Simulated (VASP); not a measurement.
Input of a VASP 6.6.1 run:

INCAR

```
SYSTEM = Si23C25
  ALGO = Normal
  EDIFF = 1E-8
  ENCUT = 520
  GGA = PE
  ISIF = 2
  ISMEAR = -1
  LASPH = .TRUE.
  LCHARG = .FALSE.
  LEFG = .TRUE.
  LREAL = Auto
  LWAVE = .FALSE.
  NBANDS = 126
  NELM = 100
  PREC = Accurate
  SIGMA = 0.01
```

Contents of KPOINTS:

```
k-points
0
G
  4 3 2
  0 0 0
```

POSCAR

```
Si23C25
1.0
    6.1520000000      0.0000000000      0.0000000000
   -4.6140000000      7.9916824260      0.0000000000
    0.0000000000      0.0000000000     10.0960000000
C Si
25 23
Direct
    0.1666666666      0.2222222222      0.0000000000
    0.1666666666      0.2222222222      0.1925000000
    0.1666666666      0.2222222222      0.6925000000
    0.1666666666      0.5555555556      0.1925000000
    0.1666666666      0.5555555556      0.6925000000
    0.1666666666      0.8888888889      0.1925000000
    0.1666666666      0.8888888889      0.6925000000
    0.6666666666      0.2222222222      0.1925000000
    0.6666666666      0.2222222222      0.6925000000
    0.6666666666      0.5555555556      0.1925000000
    0.6666666666      0.5555555556      0.6925000000
    0.6666666666      0.8888888889      0.1925000000
    0.6666666666      0.8888888889      0.6925000000
    0.3333333334      0.1111111111      0.4425000000
    0.3333333334      0.1111111111      0.9425000000
    0.3333333334      0.4444444444      0.4425000000
    0.3333333334      0.4444444444      0.9425000000
    0.3333333334      0.7777777778      0.4425000000
    0.3333333334      0.7777777778      0.9425000000
    0.8333333334      0.1111111111      0.4425000000
    0.8333333334      0.1111111111      0.9425000000
    0.8333333334      0.4444444444      0.4425000000
    0.8333333334      0.4444444444      0.9425000000
    0.8333333334      0.7777777778      0.4425000000
    0.8333333334      0.7777777778      0.9425000000
    0.1666666666      0.2222222222      0.5000000000
    0.1666666666      0.5555555556      0.0000000000
    0.1666666666      0.5555555556      0.5000000000
    0.1666666666      0.8888888889      0.0000000000
    0.1666666666      0.8888888889      0.5000000000
    0.6666666666      0.2222222222      0.0000000000
    0.6666666666      0.2222222222      0.5000000000
    0.6666666666      0.5555555556      0.0000000000
    0.6666666666      0.5555555556      0.5000000000
    0.6666666666      0.8888888889      0.0000000000
    0.6666666666      0.8888888889      0.5000000000
    0.3333333334      0.1111111111      0.2500000000
    0.3333333334      0.1111111111      0.7500000000
    0.3333333334      0.4444444444      0.2500000000
    0.3333333334      0.4444444444      0.7500000000
    0.3333333334      0.7777777778      0.2500000000
    0.3333333334      0.7777777778      0.7500000000
    0.8333333334      0.1111111111      0.2500000000
    0.8333333334      0.1111111111      0.7500000000
    0.8333333334      0.4444444444      0.2500000000
    0.8333333334      0.4444444444      0.7500000000
    0.8333333334      0.7777777778      0.2500000000
    0.8333333334      0.7777777778      0.7500000000
```

Potentials or basis: VASP PAW PBE potentials, release 64 (C, Si).

Run with:

```bash
$ cat potpaw_PBE.64/C/POTCAR potpaw_PBE.64/Si/POTCAR > POTCAR
$ mpirun -np 1 vasp_std > vasp.out
```

Task: Estimate the pressure.

Result: 0.7 GPa.

Task: What does it give for the band gap on the k mesh?

Result: 1.92 eV.

Task: What does it give for the largest force?

Result: 2.698 eV/Å.

Electric field gradients, principal values (V/Å²):
| atom | least | middle | greatest (by size) |
| --- | --- | --- | --- |
| 1 C | -0.959 | -2.005 | 2.964 |
| 2 C | -18.691 | -18.823 | 37.514 |
| 3 C | -1.460 | -1.545 | 3.005 |
| 4 C | -1.463 | -1.557 | 3.020 |
| 5 C | -1.450 | -1.723 | 3.173 |
| 6 C | -1.518 | -1.615 | 3.133 |
| 7 C | -1.398 | -1.791 | 3.190 |
| 8 C | -1.324 | -1.477 | 2.800 |
| 9 C | -1.294 | -2.073 | 3.367 |
| 10 C | -1.392 | -1.479 | 2.871 |
| 11 C | -1.434 | -1.699 | 3.133 |
| 12 C | -1.511 | -1.578 | 3.089 |
| 13 C | -1.422 | -1.756 | 3.178 |
| 14 C | -1.803 | -2.032 | 3.834 |
| 15 C | -16.009 | -19.740 | 35.749 |
| 16 C | -1.793 | -2.067 | 3.859 |
| 17 C | -15.681 | -20.458 | 36.139 |
| 18 C | -1.377 | -1.469 | 2.846 |
| 19 C | 0.597 | 1.316 | -1.913 |
| 20 C | -1.789 | -2.053 | 3.842 |
| 21 C | -15.844 | -20.035 | 35.879 |
| 22 C | -1.335 | -1.377 | 2.712 |
| 23 C | -1.176 | -1.632 | 2.808 |
| 24 C | -1.366 | -1.430 | 2.796 |
| 25 C | -0.404 | -1.938 | 2.343 |
| 26 Si | -8.246 | -8.275 | 16.521 |
| 27 Si | -5.918 | -12.063 | 17.980 |
| 28 Si | -8.282 | -8.870 | 17.152 |
| 29 Si | -6.007 | -11.651 | 17.658 |
| 30 Si | -8.292 | -9.010 | 17.302 |
| 31 Si | -7.292 | -12.213 | 19.505 |
| 32 Si | -8.217 | -8.727 | 16.944 |
| 33 Si | -7.267 | -11.323 | 18.590 |
| 34 Si | -8.216 | -8.848 | 17.063 |
| 35 Si | -6.749 | -11.320 | 18.069 |
| 36 Si | -8.275 | -9.050 | 17.326 |
| 37 Si | -7.601 | -10.850 | 18.452 |
| 38 Si | -6.139 | -8.534 | 14.673 |
| 39 Si | -7.574 | -10.802 | 18.376 |
| 40 Si | -6.112 | -8.265 | 14.377 |
| 41 Si | -8.865 | -8.921 | 17.786 |
| 42 Si | -9.059 | -9.163 | 18.222 |
| 43 Si | -7.627 | -10.834 | 18.462 |
| 44 Si | -6.086 | -8.470 | 14.556 |
| 45 Si | -8.882 | -9.140 | 18.022 |
| 46 Si | -8.363 | -8.440 | 16.803 |
| 47 Si | -8.781 | -9.061 | 17.842 |
| 48 Si | -8.655 | -8.714 | 17.370 |

Caveat: without QUAD_EFG the Cq values of the log hold for a quadrupole moment of 1 mb, not for the nuclei.
